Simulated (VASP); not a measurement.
# AlN (P6_3mc) in VASP: further runs

The runs below take AlN through vibrations by perturbation theory, with LDA.

All numbers are computed with VASP 6.6.1; they aren't measurements. Logs are shortened: lines on timing, memory, paths and dates and some standing lists are left out, and cuts for length are marked.

## (1) The cell of the first run

Symmetry: P6_3mc, No. 186, hexagonal system. Conventional cell: a = 3.089 Å, b = 3.089 Å, c = 4.943 Å, α = 90.00°, β = 90.00°, γ = 120.00°. Al (site symmetry 3m) has 4 N at 1.88 to 1.89 Å within 2.5 Å. N (site symmetry 3m) has 4 Al at 1.88 to 1.89 Å within 2.5 Å.

## (2) Vibrations by perturbation theory, LDA

INCAR reads:

```
PREC = Accurate
ENCUT = 520
EDIFF = 1E-8
ISMEAR = 0
SIGMA = 0.01
LREAL = False
LASPH = True
NELM = 80
ALGO = Normal
ISIF = 2
LWAVE = False
LCHARG = True
GGA = CA
IBRION = 8
NSW = 1
```

KPOINTS reads:

```
regular mesh
0
Gamma
  8 8 4
```

POSCAR reads:

```
AlN
1.0
    3.0887700518      0.0000000000      0.0000000000
   -1.5443850259      2.6749533313      0.0000000000
    0.0000000000      0.0000000000      4.9432745661
Al N
2 2
Direct
    0.3333333333      0.6666666667     -0.0009915582
    0.6666666667      0.3333333333      0.4990084418
    0.3333333333      0.6666666667      0.3809915582
    0.6666666667      0.3333333333      0.8809915582
```

Potentials or basis: VASP PAW LDA potentials, release 64 (Al, N).

On the command line:

```sh
> cat potpaw_LDA.64/Al/POTCAR potpaw_LDA.64/N/POTCAR > POTCAR
> mpirun -np 1 vasp_std > vasp.out
```

OUTCAR:

```text
PREC = Accurate
   ENCUT = 520
   EDIFF = 1E-8
   ISMEAR = 0
   LREAL = False
   LASPH = True
   NELM = 80
   ISIF = 2
   GGA = CA
   IBRION = 8
   NSW = 1

 ion  position               nearest neighbor table
   1  0.333  0.667  0.999-   4 1.88   4 1.88   4 1.88   3 1.89   2 3.05   2 3.05   2 3.05   2 3.05
                             2 3.05   2 3.05
   2  0.667  0.333  0.499-   3 1.88   3 1.88   3 1.88   4 1.89   1 3.05   1 3.05   1 3.05   1 3.05
                             1 3.05   1 3.05
   3  0.333  0.667  0.381-   2 1.88   2 1.88   2 1.88   1 1.89
   4  0.667  0.333  0.881-   1 1.88   1 1.88   1 1.88   2 1.89

  LATTYP: Found a hexagonal cell.
 ALAT       =     3.0887700518
 C/A-ratio  =     1.6004022582

  Lattice vectors:

 A1 = (   3.0887700518,   0.0000000000,   0.0000000000)
 A2 = (  -1.5443850259,   2.6749533313,   0.0000000000)
 A3 = (   0.0000000000,   0.0000000000,   4.9432745661)

Analysis of symmetry for initial positions (statically):
=====================================================================
 Subroutine PRICEL returns:
 Original cell was already a primitive cell.

 Routine SETGRP: Setting up the symmetry group for a
 hexagonal supercell.

 Subroutine GETGRP returns: Found 12 space group operations
 (whereof  6 operations were pure point group operations)
 out of a pool of 24 trial point group operations.

The static configuration has the point symmetry C_3v.
 The point group associated with its full space group is C_6v.

Analysis of symmetry for dynamics (positions and initial velocities):
=====================================================================
 Subroutine PRICEL returns:
 Original cell was already a primitive cell.

 Routine SETGRP: Setting up the symmetry group for a
 hexagonal supercell.

 Subroutine GETGRP returns: Found 12 space group operations
 (whereof  6 operations were pure point group operations)
 out of a pool of 24 trial point group operations.

The dynamic configuration has the point symmetry C_3v.
 The point group associated with its full space group is C_6v.

 Subroutine INISYM returns: Found 12 space group operations
 (whereof  6 operations are pure point group operations),
 and found     1 'primitive' translations

----------------------------------------------------------------------------------------

                                     Primitive cell

  volume of cell :      40.8429

  direct lattice vectors                    reciprocal lattice vectors
     3.088770052  0.000000000  0.000000000     0.323753463  0.186919149  0.000000000
    -1.544385026  2.674953331  0.000000000     0.000000000  0.373838298  0.000000000
     0.000000000  0.000000000  4.943274566     0.000000000  0.000000000  0.202295055

  length of vectors
     3.088770052  3.088770052  4.943274566     0.373838298  0.373838298  0.202295055

  position of ions in fractional coordinates (direct lattice)
     0.333333333  0.666666667  0.999008442
     0.666666667  0.333333333  0.499008442
     0.333333333  0.666666667  0.380991558
     0.666666667  0.333333333  0.880991558

  ion indices of the primitive-cell ions
   primitive index   ion index
                 1           1
                 2           2
                 3           3
[... 134 lines left out ...]
      2      -6.7647      2.00000
      3      -0.0395      2.00000
      4       5.2245      2.00000
      5       5.2245      2.00000
      6       5.8860      2.00000
      7       5.8860      2.00000
      8       6.1146      2.00000
      9      10.5379      0.00000
     10      12.8442      0.00000
     11      16.7702      0.00000
     12      17.2113      0.00000
[... 331 lines left out ...]
 k-point    24 :       0.3750    0.0000    0.5000
  band No.  band energies     occupation
      1      -6.8573      2.00000
      2      -6.8573      2.00000
      3       0.9055      2.00000
      4       0.9055      2.00000
      5       4.5814      2.00000
      6       4.5814      2.00000
      7       4.7253      2.00000
      8       4.7253      2.00000
      9      11.7363      0.00000
     10      11.7363      0.00000
     11      15.5625      0.00000
     12      15.5625      0.00000

 [... further k-points ...]
[... 5 lines left out ...]
  --------------------------------------------------------------------------------------
  -------------------------------------------------------------------------------------
  Total        0.1629373      0.1629373      0.1574048      0.0000000      0.0000000      0.0000000
  in kB        6.3916746      6.3916746      6.1746457      0.0000000      0.0000000      0.0000000
  external PRESSURE =       6.3193316 kB  Pullay stress =       0.0000000 kB

 VOLUME and BASIS-vectors are now :
 -----------------------------------------------------------------------------
  energy-cutoff  :      520.00
  volume of cell :       40.84
      direct lattice vectors                 reciprocal lattice vectors
     3.088770052  0.000000000  0.000000000     0.323753463  0.186919149  0.000000000
    -1.544385026  2.674953331  0.000000000     0.000000000  0.373838298  0.000000000
     0.000000000  0.000000000  4.943274566     0.000000000  0.000000000  0.202295055

 POSITION                                       TOTAL-FORCE (eV/Angst)
 -----------------------------------------------------------------------------------
     -0.00000      1.78330      4.93837         0.000000      0.000000     -0.000616
      1.54439      0.89165      2.46674         0.000000      0.000000     -0.000616
     -0.00000      1.78330      1.88335        -0.000000      0.000000      0.000616
      1.54439      0.89165      4.35498         0.000000     -0.000000      0.000616
 -----------------------------------------------------------------------------------
    total drift:                               -0.000000      0.000000     -0.000763

  FREE ENERGIE OF THE ION-ELECTRON SYSTEM (eV)
  ---------------------------------------------------
  free  energy   TOTEN  =       -32.8410040825 eV

  energy  without entropy=      -32.8410040825  energy(sigma->0) =      -32.84100408

[... ionic steps 2 to 9 ...]

--------------------------------------- Ionic step       10  -------------------------------------------

------------------------ aborting loop because EDIFF is reached ----------------------------------------

[... ionic steps 11 to 11 ...]

--------------------------------------- Ionic step       12  -------------------------------------------

 Free energy of the ion-electron system (eV)
  ---------------------------------------------------
  ---------------------------------------------------
  free energy    TOTEN  =        -0.25069047 eV

  energy without entropy =       -0.25069047

------------------------ aborting loop because EDIFF is reached ----------------------------------------

 INTERNAL STRAIN TENSOR  FOR ION    3  DIRECTION 3   (eV/Angst):
 -----------------------------------------------------------------------------
     5.98190  0.00000 -0.00000
     0.00000  5.98190 -0.00000
    -0.00000  0.00000-13.24242

 INTERNAL STRAIN TENSOR FOR ION    4 for displacements in x,y,z  (eV/Angst):
          X           Y           Z          XY          YZ          ZX
  --------------------------------------------------------------------------------
  x     0.00000    -0.00000     0.00000    11.25070     0.00000     5.70168
  y    11.25070   -11.25070     0.00000    -0.00000     5.72134     0.00000
  z     5.98190     5.98190   -13.24242     0.00000    -0.00000    -0.00000

 SECOND DERIVATIVES (NOT SYMMETRIZED)
 ------------------------------------
               1X          1Y          1Z          2X          2Y          2Z          3X          3Y          3Z          4X          4Y          4Z
  1X   -16.563699    0.000000   -0.000000    0.677572   -0.000000   -0.000000    1.481212    0.000000    0.000000   14.404915    0.000000   -0.000000
  1Y    -0.000000  -16.563699    0.000000    0.000000    0.677572    0.000000    0.000000    1.481212   -0.000000   -0.000000   14.404915    0.000000
  1Z     0.000000   -0.000000  -21.940861    0.000000   -0.000000    8.634909    0.000000   -0.000000    6.816736    0.000000    0.000000    6.489217
  2X     0.677572   -0.000000    0.000000  -16.563699    0.000000    0.000000   14.404915    0.000000    0.000000    1.481212    0.000000    0.000000
  2Y     0.000000    0.677572   -0.000000   -0.000000  -16.563699   -0.000000    0.000000   14.404915    0.000000    0.000000    1.481212    0.000000
  2Z     0.000000    0.000000    8.634909    0.000000    0.000000  -21.940861    0.000000    0.000000    6.489217    0.000000    0.000000    6.816736
  3X     1.479556    0.000000    0.000000   14.402243    0.000000    0.000000  -16.630772    0.000000   -0.000000    0.748973    0.000000    0.000000
  3Y    -0.000000    1.479556    0.000000    0.000000   14.402243   -0.000000    0.000000  -16.630772   -0.000000    0.000000    0.748973    0.000000
  3Z     0.000000   -0.000000    6.770055    0.000000   -0.000000    6.525168    0.000000    0.000000  -20.545970    0.000000    0.000000    7.250747
  4X    14.402243    0.000000    0.000000    1.479556    0.000000    0.000000    0.748973    0.000000    0.000000  -16.630772    0.000000    0.000000
  4Y    -0.000000   14.402243    0.000000    0.000000    1.479556   -0.000000    0.000000    0.748973   -0.000000    0.000000  -16.630772    0.000000
  4Z     0.000000   -0.000000    6.525168    0.000000    0.000000    6.770055    0.000000   -0.000000    7.250747    0.000000   -0.000000  -20.545970

 Eigenvectors and eigenvalues of the dynamical matrix
 ----------------------------------------------------

   1 f  =   22.029050 THz   138.412606 2PiTHz  734.810027 cm-1    91.104791 meV
             X         Y         Z           dx          dy          dz
     -0.000000  1.783302  4.938373    -0.000000    0.000000    0.012214
      1.544385  0.891651  2.466736    -0.000000    0.000000   -0.012214
     -0.000000  1.783302  1.883346     0.000000   -0.000000   -0.707001
      1.544385  0.891651  4.354983     0.000000   -0.000000    0.707001
[... 71 lines left out ...]
  12 f/i=    0.003592 THz     0.022572 2PiTHz    0.119830 cm-1     0.014857 meV
             X         Y         Z           dx          dy          dz
     -0.000000  1.783302  4.938373    -0.000000   -0.000000    0.573664
      1.544385  0.891651  2.466736    -0.000000   -0.000000    0.573664
     -0.000000  1.783302  1.883346    -0.000000   -0.000000    0.413412
      1.544385  0.891651  4.354983    -0.000000   -0.000000    0.413412

--------------------------------------------------------------------------------------------------------

 ELASTIC MODULI CONTR FROM IONIC RELAXATION (kBar)
 Direction    XX          YY          ZZ          XY          YZ          ZX
 --------------------------------------------------------------------------------
 XX        -790.2264    367.3226    468.1022     -0.0000      0.0000      0.0000
 YY         367.3226   -790.2264    468.1022      0.0000     -0.0000     -0.0000
 ZZ         468.1022    468.1022  -1036.2625      0.0000      0.0000     -0.0000
 XY          -0.0000      0.0000      0.0000   -578.7745      0.0000      0.0000
 YZ          -0.0000      0.0000      0.0000      0.0000   -147.7154     -0.0000
 ZX           0.0000     -0.0000     -0.0000     -0.0000     -0.0000   -157.2608
 --------------------------------------------------------------------------------
```

Run time: 4.6 min. Hardware: 1 thread of Intel Xeon 8259CL, shared host; peak memory 0.28 GiB.

Results:

| Property | Result |
| --- | --- |
| Highest phonon frequency at Γ, LO-TO splitting left out | 735 cm⁻¹ |

Phonon frequencies in cm⁻¹ (negative: imaginary):
| q point | frequencies |
| --- | --- |
| (0.000, 0.000, 0.000) | 0 0 0 239 239 555 626 674 674 685 685 735 |

## (3) Vibrations by perturbation theory, LDA

This run uses another cell than the first one, of 10.31 Å³/atom.

INCAR reads:

```
PREC = Accurate
ENCUT = 520
EDIFF = 1E-8
ISMEAR = 0
SIGMA = 0.01
LREAL = False
LASPH = True
NELM = 60
ALGO = Normal
ISIF = 2
LWAVE = False
LCHARG = False
NBANDS = 16
IBRION = 8
NSW = 1
```

KPOINTS is that of step 2.

POSCAR reads:

```
AlN
1.0
    3.0980690070      0.0000000000      0.0000000000
   -1.5490345035      2.6830064628      0.0000000000
    0.0000000000      0.0000000000      4.9612767742
Al N
2 2
Direct
    0.3333333333      0.6666666667     -0.0009064338
    0.6666666667      0.3333333333      0.4990935662
    0.3333333333      0.6666666667      0.3809064338
    0.6666666667      0.3333333333      0.8809064338
```

Potentials or basis: VASP PAW LDA potentials, release 64 (Al, N).

On the command line:

```sh
> cat potpaw_LDA.64/Al/POTCAR potpaw_LDA.64/N/POTCAR > POTCAR
> mpirun -np 1 vasp_std > vasp.out
```

OUTCAR:

```text
PREC = Accurate
   ENCUT = 520
   EDIFF = 1E-8
   ISMEAR = 0
   LREAL = False
   LASPH = True
   NELM = 60
   ISIF = 2
   IBRION = 8
   NSW = 1

 ion  position               nearest neighbor table
   1  0.333  0.667  0.999-   4 1.88   4 1.88   4 1.88   3 1.89   2 3.06   2 3.06   2 3.06   2 3.06
                             2 3.06   2 3.06
   2  0.667  0.333  0.499-   3 1.88   3 1.88   3 1.88   4 1.89   1 3.06   1 3.06   1 3.06   1 3.06
                             1 3.06   1 3.06
   3  0.333  0.667  0.381-   2 1.88   2 1.88   2 1.88   1 1.89
   4  0.667  0.333  0.881-   1 1.88   1 1.88   1 1.88   2 1.89

  LATTYP: Found a hexagonal cell.
 ALAT       =     3.0980690070
 C/A-ratio  =     1.6014093821
[... 726 lines left out ...]
  1Z     0.000000    0.000000  -21.486941    0.000000   -0.000000    8.534356    0.000000    0.000000    6.499570    0.000000    0.000000    6.453015
  2X     0.663819    0.000000   -0.000000  -16.106617   -0.000000    0.000000   13.941606    0.000000    0.000000    1.501191    0.000000   -0.000000
  2Y    -0.000000    0.663819   -0.000000    0.000000  -16.106617   -0.000000    0.000000   13.941606   -0.000000    0.000000    1.501191    0.000000
  2Z    -0.000000    0.000000    8.534356    0.000000    0.000000  -21.486941    0.000000   -0.000000    6.453015    0.000000   -0.000000    6.499570
  3X     1.501263    0.000000    0.000000   13.940867    0.000000   -0.000000  -16.172663    0.000000    0.000000    0.730532    0.000000    0.000000
  3Y     0.000000    1.501263    0.000000    0.000000   13.940867    0.000000    0.000000  -16.172663    0.000000    0.000000    0.730532    0.000000
  3Z     0.000000   -0.000000    6.452996    0.000000    0.000000    6.490938    0.000000    0.000000  -20.078909    0.000000    0.000000    7.134974
  4X    13.940867    0.000000    0.000000    1.501263    0.000000    0.000000    0.730532   -0.000000   -0.000000  -16.172663    0.000000   -0.000000
  4Y     0.000000   13.940867    0.000000   -0.000000    1.501263   -0.000000    0.000000    0.730532   -0.000000    0.000000  -16.172663   -0.000000
  4Z     0.000000    0.000000    6.490938    0.000000    0.000000    6.452996   -0.000000   -0.000000    7.134974    0.000000    0.000000  -20.078909

 Eigenvectors and eigenvalues of the dynamical matrix
 ----------------------------------------------------

   1 f  =   21.795481 THz   136.945047 2PiTHz  727.018994 cm-1    90.138827 meV
             X         Y         Z           dx          dy          dz
     -0.000000  1.788671  4.956780     0.000000    0.000000    0.000189
      1.549035  0.894335  2.476141     0.000000    0.000000   -0.000189
     -0.000000  1.788671  1.889782    -0.000000   -0.000000   -0.707107
      1.549035  0.894335  4.370421    -0.000000   -0.000000    0.707107
[... 71 lines left out ...]
  12 f/i=    0.002936 THz     0.018444 2PiTHz    0.097918 cm-1     0.012140 meV
             X         Y         Z           dx          dy          dz
     -0.000000  1.788671  4.956780     0.000000    0.000000    0.573678
      1.549035  0.894335  2.476141     0.000000    0.000000    0.573678
     -0.000000  1.788671  1.889782     0.000000    0.000000    0.413393
      1.549035  0.894335  4.370421     0.000000    0.000000    0.413393

--------------------------------------------------------------------------------------------------------

 ELASTIC MODULI CONTR FROM IONIC RELAXATION (kBar)
 Direction    XX          YY          ZZ          XY          YZ          ZX
 --------------------------------------------------------------------------------
 XX        -732.6100    344.4333    429.5051      0.0000     -0.0000     -0.0000
 YY         344.4333   -732.6100    429.5051     -0.0000      0.0000      0.0000
 ZZ         429.5051    429.5051   -950.4671      0.0000     -0.0000      0.0000
 XY           0.0000     -0.0000      0.0000   -538.5217      0.0000     -0.0000
 YZ          -0.0000      0.0000     -0.0000      0.0000   -135.7713      0.0000
 ZX          -0.0000      0.0000      0.0000     -0.0000      0.0000   -144.8078
 --------------------------------------------------------------------------------
```

OSZICAR:

```text
N       E                     dE             d eps       ncg     rms          rms(c)
DAV:   1     0.368569792065E+02    0.36857E+02   -0.73561E+03   960   0.894E+02
DAV:   2    -0.349124556722E+02   -0.71769E+02   -0.66340E+02  1384   0.178E+02
DAV:   3    -0.379283198092E+02   -0.30159E+01   -0.30099E+01  1144   0.375E+01
[... 66 lines left out ...]
RMM:   7    -0.250322410637E+00   -0.40062E-06   -0.16848E-06  1951   0.194E-03    0.469E-04
RMM:   8    -0.250319422391E+00    0.29882E-05    0.46330E-07  1961   0.504E-04    0.267E-04
RMM:   9    -0.250320147321E+00   -0.72493E-06   -0.16759E-07  2008   0.123E-04    0.223E-05
RMM:  10    -0.250320234015E+00   -0.86695E-07    0.11163E-08  2043   0.157E-05    0.112E-05
RMM:  11    -0.250320240439E+00   -0.64239E-08   -0.48456E-09  2041   0.628E-06    0.218E-06
 Linear response finished
```

stdout:

```text
POSCAR found type information on POSCAR AlN
 POSCAR found :  2 types and       4 ions
 scaLAPACK will be used
 LDA part: xc-table for (Slater(with rela. corr.)+CA(PZ))
 , standard interpolation
 POSCAR, INCAR and KPOINTS ok, starting setup
 FFT: planning ... GRIDC
 FFT: planning ... GRID_SOFT
 FFT: planning ... GRID
 WAVECAR not read
 entering main loop
 Linear response reoptimize wavefunctions to high precision
 Linear response DOF=           4
 Linear response progress:
 first order change of Fermi-energy   0.21370E-03
 force on displaced ion       1 direction 1 : -16.107  -0.000  -0.000
 Linear response progress:
 first order change of Fermi-energy   0.95139E+00
 force on displaced ion       1 direction 3 :   0.000   0.000 -21.487
 Linear response progress:
 first order change of Fermi-energy  -0.38203E-03
 force on displaced ion       3 direction 1 : -16.173  -0.000  -0.000
 Linear response progress:
 first order change of Fermi-energy  -0.95146E+00
 force on displaced ion       3 direction 3 :  -0.000  -0.000 -20.079
 Linear response finished
```

It took 5.3 min on 1 thread of Intel Xeon 8259CL, shared host; peak memory 0.32 GiB.

Results:

```yaml
Highest_phonon_frequency_at_Γ_LO-TO_splitting_left_out: 727 cm⁻¹
```

Phonon frequencies in cm⁻¹ (negative: imaginary):
| q point | frequencies |
| --- | --- |
| (0.000, 0.000, 0.000) | 0 0 0 239 239 550 618 663 663 675 675 727 |

Caveat: the cell stands under pressure or tension, which shifts response properties.
